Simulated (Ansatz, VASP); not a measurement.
Zr: VASP beside Ansatz

```
CELL_PARAMETERS angstrom
-1.78554 1.78554 1.78554
1.78554 -1.78554 1.78554
1.78554 1.78554 -1.78554
ATOMIC_POSITIONS crystal
Zr 0.00000 0.00000 0.00000
```

Change from the starting cell: volume scaled by 0.96, crystal datasets.

Alike in both runs: task electric field gradients; functional PBEsol; k mesh 14 × 14 × 14; occupations fermi-dirac, width 0.08 eV; no spin polarisation.

```csv
,VASP,Ansatz
version,VASP 6.6.1,Ansatz 0.2.0
potentials or method,"VASP PAW PBE potentials, release 64 (Zr_sv), cutoff 520 eV","all-electron PAW with datasets made for the crystal, scalar-relativistic"
```

|  | VASP | Ansatz | Ansatz less VASP |
| --- | --- | --- | --- |
| pressure (GPa) | -3.5 | -3.6 | -0.04 |

VASP's potentials were made for PBE, not for PBEsol. Ansatz ran all-electron here, and VASP with PAW potentials.
